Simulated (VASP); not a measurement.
# WS (F-43m) in VASP: settings compared

WS is run at these levels: PBE, PBE+U; tasks: single point.

Program: VASP 6.6.1. These are calculated values, not measurements. Logs are shortened: lines on timing, memory, paths and dates and some standing lists are left out, and cuts for length are marked.

**1. The cell of the first run**

It takes space group F-43m (No. 216, cubic). Conventional cell: a = 5.334 Å, b = 5.334 Å, c = 5.334 Å, α = 90.00°, β = 90.00°, γ = 90.00°. Within 3.1 Å of W (site symmetry -43m) lie 4 S at 2.31 Å. S (site symmetry -43m) has 4 W at 2.31 Å within 3.1 Å.

**2. Single point, PBE**

File INCAR:

```
PREC = Accurate
ENCUT = 520
EDIFF = 1E-6
ISMEAR = 0
SIGMA = 0.1
LREAL = F
LASPH = T
NELM = 60
ALGO = Normal
ISIF = 2
LWAVE = F
LCHARG = F
GGA = PE
NBANDS = 17
```

File KPOINTS:

```
regular mesh
0
Gamma
  14 14 14
```

File POSCAR:

```
WS
1.0
    0.0000000000      2.6669566061      2.6669566061
    2.6669566061      0.0000000000      2.6669566061
    2.6669566061      2.6669566061      0.0000000000
W S
1 1
Direct
    0.0000000000      0.0000000000      0.0000000000
    0.2500000000      0.2500000000      0.2500000000
```

Potentials or basis: VASP PAW PBE potentials, release 64 (W_sv, S).

On the command line:

```bash
$ cat potpaw_PBE.64/W_sv/POTCAR potpaw_PBE.64/S/POTCAR > POTCAR
$ mpirun -np 1 vasp_std > vasp.out
```

OUTCAR:

```text
PREC = Accurate
   ENCUT = 520
   EDIFF = 1E-6
   ISMEAR = 0
   LREAL = F
   LASPH = T
   NELM = 60
   ISIF = 2
   GGA = PE

 ion  position               nearest neighbor table
   1  0.000  0.000  0.000-   2 2.31   2 2.31   2 2.31   2 2.31
   2  0.250  0.250  0.250-   1 2.31   1 2.31   1 2.31   1 2.31

  LATTYP: Found a face centered cubic cell.
 ALAT       =     5.3339132122

  Lattice vectors:

 A1 = (   0.0000000000,   2.6669566061,   2.6669566061)
 A2 = (   2.6669566061,   0.0000000000,   2.6669566061)
 A3 = (   2.6669566061,   2.6669566061,   0.0000000000)

Analysis of symmetry for initial positions (statically):
=====================================================================
 Subroutine PRICEL returns:
 Original cell was already a primitive cell.

 Routine SETGRP: Setting up the symmetry group for a
 face centered cubic supercell.

 Subroutine GETGRP returns: Found 24 space group operations
 (whereof 24 operations were pure point group operations)
 out of a pool of 48 trial point group operations.

The static configuration has the point symmetry T_d .

Analysis of symmetry for dynamics (positions and initial velocities):
=====================================================================
 Subroutine PRICEL returns:
 Original cell was already a primitive cell.

 Routine SETGRP: Setting up the symmetry group for a
 face centered cubic supercell.

 Subroutine GETGRP returns: Found 24 space group operations
 (whereof 24 operations were pure point group operations)
 out of a pool of 48 trial point group operations.

The dynamic configuration has the point symmetry T_d .

 Subroutine INISYM returns: Found 24 space group operations
 (whereof 24 operations are pure point group operations),
 and found     1 'primitive' translations

----------------------------------------------------------------------------------------

                                     Primitive cell

  volume of cell :      37.9383

  direct lattice vectors                    reciprocal lattice vectors
     0.000000000  2.666956606  2.666956606    -0.187479616  0.187479616  0.187479616
     2.666956606  0.000000000  2.666956606     0.187479616 -0.187479616  0.187479616
     2.666956606  2.666956606  0.000000000     0.187479616  0.187479616 -0.187479616

  length of vectors
     3.771646203  3.771646203  3.771646203     0.324724220  0.324724220  0.324724220

  position of ions in fractional coordinates (direct lattice)
     0.000000000  0.000000000  0.000000000
     0.250000000  0.250000000  0.250000000

  ion indices of the primitive-cell ions
   primitive index   ion index
                 1           1
                 2           2

----------------------------------------------------------------------------------------

 KPOINTS: regular mesh

Automatic generation of k-mesh.
 Grid dimensions read from file:
 generate k-points for:   14   14   14

 Generating k-lattice:

  Cartesian coordinates                     Fractional coordinates (reciprocal lattice)
    -0.013391401  0.013391401  0.013391401     0.071428571  0.000000000  0.000000000
     0.013391401 -0.013391401  0.013391401     0.000000000  0.071428571  0.000000000
     0.013391401  0.013391401 -0.013391401     0.000000000  0.000000000  0.071428571

  Length of vectors
     0.023194587  0.023194587  0.023194587

  Shift w.r.t. Gamma in fractional coordinates (k-lattice)
     0.000000000  0.000000000  0.000000000

 Subroutine IBZKPT returns following result:
 ===========================================

 Found    104 irreducible k-points:

 Following reciprocal coordinates:
            Coordinates               Weight
  0.000000  0.000000  0.000000      1.000000
  0.071429  0.000000  0.000000      8.000000
  0.142857  0.000000  0.000000      8.000000
  0.214286  0.000000  0.000000      8.000000
  0.285714  0.000000  0.000000      8.000000
  0.357143  0.000000  0.000000      8.000000
[... 16 lines left out ...]
  0.214286  0.142857  0.000000     24.000000
  0.285714  0.142857  0.000000     24.000000
 [... further k-points ...]
   k-points           NKPTS =    104   k-points in BZ     NKDIM =    104   number of bands    NBANDS=     17
   number of dos      NEDOS =    301   number of ions     NIONS =      2
   total plane-waves  NPLWV =  21952
   dimension x,y,z NGX =    28 NGY =   28 NGZ =   28
   dimension x,y,z NGXF=    56 NGYF=   56 NGZF=   56
   ions per type =               1   1
   NGX,Y,Z   is equivalent  to a cutoff of  12.34, 12.34, 12.34 a.u.
   NGXF,Y,Z  is equivalent  to a cutoff of  24.68, 24.68, 24.68 a.u.
 SYSTEM =  unknown system
   PREC   = accura    normal or accurate (medium, high low for compatibility)
   ISTART =      0    job   : 0-new  1-cont  2-samecut
   ICHARG =      2    charge: 1-file 2-atom 10-const
   ISPIN  =      1    spin polarized calculation?
   LNONCOLLINEAR =      F non collinear calculations
   LSORBIT =      F    spin-orbit coupling
   LASPH  =      T    aspherical Exc in radial PAW
   ENCUT  =  520.0 eV  38.22 Ry    6.18 a.u.   7.01  7.01  7.01*2*pi/ulx,y,z
   NELM   =     60;   NELMIN=  2; NELMDL= -5     # of ELM steps
   EDIFF  = 0.1E-05   stopping-criterion for ELM
   LREAL  =      F    real-space projection
   EDIFFG = 0.1E-04   stopping-criterion for IOM
   NSW    =      0    number of steps for IOM
   IBRION =     -1    ionic relax: 0-MD 1-quasi-New 2-CG
   NFREE  =      0    steps in history (QN), initial steepest desc. (CG)
   ISIF   =      2    stress and relaxation
   ISYM   =      2    0-nonsym 1-usesym 2-fastsym
   POTIM  = 0.5000    time-step for ionic-motion
   TEBEG  =    0.0;   TEEND  =   0.0 temperature during run
   PSTRESS=    0.0 pullay stress
   NELECT =      20.0000    total number of electrons
   NUPDOWN=      -1.0000    fix difference up-down
   EMIN   =  10.00;   EMAX   =-10.00  energy-range for DOS
   EFERMI =   0.00;   METHOD = LEGACY
   ISMEAR =     0;   SIGMA  =   0.10  broadening in eV -4-tet -1-fermi 0-gaus
   EFERMI_NEDOS =   21; number of points for ismear=-14 and -15
   IALGO  =     38    algorithm
   IMIX   =      4    mixing-type and parameters
     AMIX     =   0.40;   BMIX     =  1.00
     AMIX_MAG =   1.60;   BMIX_MAG =  1.00
  volume/ion in A,a.u.               =      18.97       128.01
  Fermi-wavevector in a.u.,A,eV,Ry     =   1.322489  2.499143 23.796295  1.748978
  Thomas-Fermi vector in A             =   2.452167
   LORBIT       =      0    0 simple, 1 ext, 2 COOP (PROOUT), +10 PAW based schemes
   GGA     = PE    functional components
   LHFCALC =     F    Hartree Fock is set to
   AEXX    =    0.0000 exact exchange contribution
   IVDW    =     0    specifies the selected vdW correction
   LEPSILON=     F    determine dielectric tensor
   LRPA    =     F    only Hartree local field effects (RPA)
 non-spin polarized calculation
 Gauss-broadening in eV      SIGMA  =   0.10
  energy-cutoff  :      520.00
  volume of cell :       37.94
 maximum number of plane-waves:      1034
   NGX = 13   NGY = 13   NGZ = 13

 number of electron      20.0000001 magnetization

 Free energy of the ion-electron system (eV)
  ---------------------------------------------------
  ext. energy  EPLUGINS =         0.00000000
  ---------------------------------------------------
  free energy    TOTEN  =       -16.10808655 eV

  energy without entropy =      -16.09725037  energy(sigma->0) =      -16.10266846

 E-fermi :   7.8314     XC(G=0): -11.0820

 val. band max:        7.8137414530   @ k =  -0.4286   0.0714   0.0000
 cond. band min:       7.8411735627   @ k =   0.4286   0.0000   0.0000
 fundamental gap:      0.0274321097
 Fermi energy:         7.8314393042

 k-point     1 :       0.0000    0.0000    0.0000
  band No.  band energies     occupation
      1     -66.2144      2.00000
      2     -30.5034      2.00000
      3     -30.5034      2.00000
      4     -30.5034      2.00000
      5      -7.9383      2.00000
      6       1.7052      2.00000
[... 9 lines left out ...]
     16      15.8160      0.00000
     17      15.8160      0.00000

 k-point     2 :       0.0714    0.0000    0.0000
  band No.  band energies     occupation
      1     -66.2143      2.00000
      2     -30.5078      2.00000
      3     -30.5041      2.00000
      4     -30.5041      2.00000
      5      -7.8918      2.00000
      6       1.6234      2.00000
[... 9 lines left out ...]
     16      15.7905      0.00000
     17      15.7905      0.00000

 k-point     3 :       0.1429    0.0000    0.0000
  band No.  band energies     occupation
      1     -66.2140      2.00000
      2     -30.5200      2.00000
      3     -30.5059      2.00000
      4     -30.5059      2.00000
      5      -7.7603      2.00000
      6       1.4246      2.00000
[... 9 lines left out ...]
     16      15.8054      0.00000
     17      15.8054      0.00000

 k-point     4 :       0.2143    0.0000    0.0000
  band No.  band energies     occupation
      1     -66.2136      2.00000
      2     -30.5375      2.00000
      3     -30.5085      2.00000
      4     -30.5085      2.00000
      5      -7.5669      2.00000
      6       1.2027      2.00000
[... 9 lines left out ...]
     16      16.0482      0.00000
     17      16.0482      0.00000

 k-point     5 :       0.2857    0.0000    0.0000
  band No.  band energies     occupation
      1     -66.2131      2.00000
      2     -30.5568      2.00000
      3     -30.5113      2.00000
      4     -30.5113      2.00000
      5      -7.3479      2.00000
      6       1.0343      2.00000
[... 9 lines left out ...]
     16      16.5417      0.00000
     17      16.5417      0.00000

 k-point     6 :       0.3571    0.0000    0.0000
  band No.  band energies     occupation
      1     -66.2127      2.00000
      2     -30.5741      2.00000
      3     -30.5139      2.00000
      4     -30.5139      2.00000
      5      -7.1471      2.00000
      6       0.9510      2.00000
[... 9 lines left out ...]
     16      17.1040      0.00000
     17      17.1040      0.00000

 k-point     7 :       0.4286    0.0000    0.0000
  band No.  band energies     occupation
      1     -66.2124      2.00000
      2     -30.5861      2.00000
      3     -30.5157      2.00000
      4     -30.5157      2.00000
      5      -7.0066      2.00000
      6       0.9351      2.00000
[... 9 lines left out ...]
     16      17.5298      0.00000
     17      17.5298      0.00000

 k-point     8 :       0.5000    0.0000    0.0000
  band No.  band energies     occupation
      1     -66.2123      2.00000
      2     -30.5903      2.00000
      3     -30.5163      2.00000
      4     -30.5163      2.00000
      5      -6.9561      2.00000
      6       0.9390      2.00000
[... 9 lines left out ...]
     16      17.6856      0.00000
     17      17.6856      0.00000
[... 203 lines left out ...]
      1     -66.2133      2.00000
      2     -30.5446      2.00000
      3     -30.5132      2.00000
      4     -30.5086      2.00000
      5      -7.4620      2.00000
      6       1.1149      2.00000
[... 9 lines left out ...]
     16      15.9401      0.00000
     17      16.1484      0.00000

 k-point    20 :      -0.1429    0.0714    0.0000
  band No.  band energies     occupation
      1     -66.2138      2.00000
      2     -30.5271      2.00000
      3     -30.5098      2.00000
      4     -30.5061      2.00000
      5      -7.6645      2.00000
      6       1.3010      2.00000
[... 9 lines left out ...]
     16      15.5985      0.00000
     17      15.8323      0.00000

 k-point    21 :      -0.0714    0.0714    0.0000
  band No.  band energies     occupation
      1     -66.2141      2.00000
      2     -30.5139      2.00000
      3     -30.5066      2.00000
      4     -30.5045      2.00000
      5      -7.8169      2.00000
      6       1.4989      2.00000
[... 9 lines left out ...]
     16      15.6533      0.00000
     17      15.7665      0.00000

 k-point    22 :       0.1429    0.1429    0.0000
  band No.  band energies     occupation
      1     -66.2139      2.00000
      2     -30.5202      2.00000
      3     -30.5093      2.00000
      4     -30.5093      2.00000
      5      -7.7004      2.00000
      6       1.2723      2.00000
[... 9 lines left out ...]
     16      15.9056      0.00000
     17      15.9056      0.00000

 k-point    23 :       0.2143    0.1429    0.0000
  band No.  band energies     occupation
      1     -66.2136      2.00000
      2     -30.5317      2.00000
      3     -30.5123      2.00000
      4     -30.5118      2.00000
      5      -7.5551      2.00000
      6       1.0932      2.00000
[... 9 lines left out ...]
     16      15.8754      0.00000
     17      16.1228      0.00000

 k-point    24 :       0.2857    0.1429    0.0000
  band No.  band energies     occupation
      1     -66.2131      2.00000
      2     -30.5475      2.00000
      3     -30.5154      2.00000
      4     -30.5148      2.00000
      5      -7.3638      2.00000
      6       0.9519      2.00000
[... 9 lines left out ...]
     16      15.8015      0.00000
     17      16.5006      0.00000

 [... further k-points ...]

------------------------ aborting loop because EDIFF is reached ----------------------------------------

  FORCE on cell =-STRESS in cart. coord.  units (eV):
  Direction    XX          YY          ZZ          XY          YZ          ZX
  --------------------------------------------------------------------------------------
  -------------------------------------------------------------------------------------
  Total        0.0413674      0.0413674      0.0413674      0.0000000      0.0000000      0.0000000
  in kB        1.7469921      1.7469921      1.7469921      0.0000000      0.0000000      0.0000000
  external PRESSURE =       1.7469921 kB  Pullay stress =       0.0000000 kB

 VOLUME and BASIS-vectors are now :
 -----------------------------------------------------------------------------
  energy-cutoff  :      520.00
  volume of cell :       37.94
      direct lattice vectors                 reciprocal lattice vectors
     0.000000000  2.666956606  2.666956606    -0.187479616  0.187479616  0.187479616
     2.666956606  0.000000000  2.666956606     0.187479616 -0.187479616  0.187479616
     2.666956606  2.666956606  0.000000000     0.187479616  0.187479616 -0.187479616

 POSITION                                       TOTAL-FORCE (eV/Angst)
 -----------------------------------------------------------------------------------
      0.00000      0.00000      0.00000        -0.000000     -0.000000     -0.000000
      1.33348      1.33348      1.33348         0.000000      0.000000      0.000000
 -----------------------------------------------------------------------------------
    total drift:                               -0.000000     -0.000000     -0.000000

  FREE ENERGIE OF THE ION-ELECTRON SYSTEM (eV)
  ---------------------------------------------------
  free  energy   TOTEN  =       -16.1080865515 eV

  energy  without entropy=      -16.0972503660  energy(sigma->0) =      -16.10266846
```

Wall time 19 s (1 thread of Intel Xeon 6975P-C (Granite Rapids), shared host); peak memory 0.2 GiB.

What came out:

* Free energy: -16.1081 eV
* Pressure: 0.2 GPa
* Band gap on the k mesh: zero (band 10 reaches 8.23 eV, above the bottom of band 11 at 7.64 eV)

Levels at points of the mesh, in eV from the Fermi level:
```tsv
k point	band 6	band 7	band 8	band 9	band 10	band 11	band 12	band 13	band 14	band 15
(0.00, 0.00, 0.00)	-6.13	-6.13	-6.13	-0.71	-0.71	0.66	4.75	4.75	4.75	7.98
(0.50, 0.00, 0.00)	-6.89	-5.66	-5.66	-0.23	-0.15	-0.15	2.40	2.40	3.41	8.59
(0.50, 0.50, 0.00)	-7.56	-4.78	-4.78	-2.17	-0.52	0.73	1.01	1.01	7.76	8.35
```

Caveat: spin-orbit coupling is left out, which moves the levels of the heavy elements.

**3. Single point, PBE+U**

File INCAR:

```
PREC     = Accurate       # precision mode
ENCUT    = 520            # plane-wave cutoff, eV
EDIFF    = 1E-6           # SCF threshold, eV
ISMEAR   = 0              # smearing method
SIGMA    = 0.05           # smearing width, eV
LREAL    = F              # projectors in reciprocal space
LASPH    = T              # aspherical terms in the spheres
NELM     = 150            # most SCF steps
ALGO     = Normal         # electronic algorithm
ISIF     = 2              # what is computed and relaxed
LWAVE    = F              # write WAVECAR
LCHARG   = F              # write CHGCAR
LMAXMIX  = 4              # l up to which the mixer works
LDAU     = T              # DFT+U
LDAUTYPE = 2            
LDAUL    = 2 -1           # shell
LDAUU    = 4 0            # U, eV
LDAUJ    = 0 0          
LDAUPRINT= 1            
GGA      = PE             # functional
NBANDS   = 17             # bands
```

KPOINTS is that of step 2.

POSCAR is that of step 2.

Potentials or basis: VASP PAW PBE potentials, release 64 (W_sv, S).

On the command line:

```bash
$ cat potpaw_PBE.64/W_sv/POTCAR potpaw_PBE.64/S/POTCAR > POTCAR
$ mpirun -np 1 vasp_std > vasp.out
```

It took 22 s on 1 thread of Intel Xeon 6975P-C (Granite Rapids), shared host; peak memory 0.2 GiB.

It converged, with:

```yaml
Free_energy: -11.5209 eV
Pressure: 4.3 GPa
Band_gap_on_the_k_mesh: zero (band 10 reaches 8.36 eV, above the bottom of band 11 at 7.79 eV)
```

Levels at points of the mesh, in eV from the Fermi level:
```
           k point  band 7  band 8  band 9  band 10  band 11  band 12  band 13  band 14
(0.00, 0.00, 0.00)   -6.06   -6.06   -0.75    -0.75     0.50     4.82     4.82     4.82
(0.50, 0.00, 0.00)   -5.64   -5.64   -0.16    -0.16    -0.12     2.45     2.45     3.29
(0.50, 0.50, 0.00)   -4.82   -4.82   -2.15    -0.62     0.69     1.19     1.19     7.84
```

Eigenvalues of the final occupation matrices:
| site | spin | trace | eigenvalues |
| --- | --- | --- | --- |
| site 1 d | 1 | 1.78 | 0.32 0.32 0.32 0.41 0.41 |
| site 1 d | 2 | 1.78 | 0.32 0.32 0.32 0.41 0.41 |

Caveat: spin-orbit coupling is left out, which moves the levels of the heavy elements; U without spin polarisation on a metal has little footing.
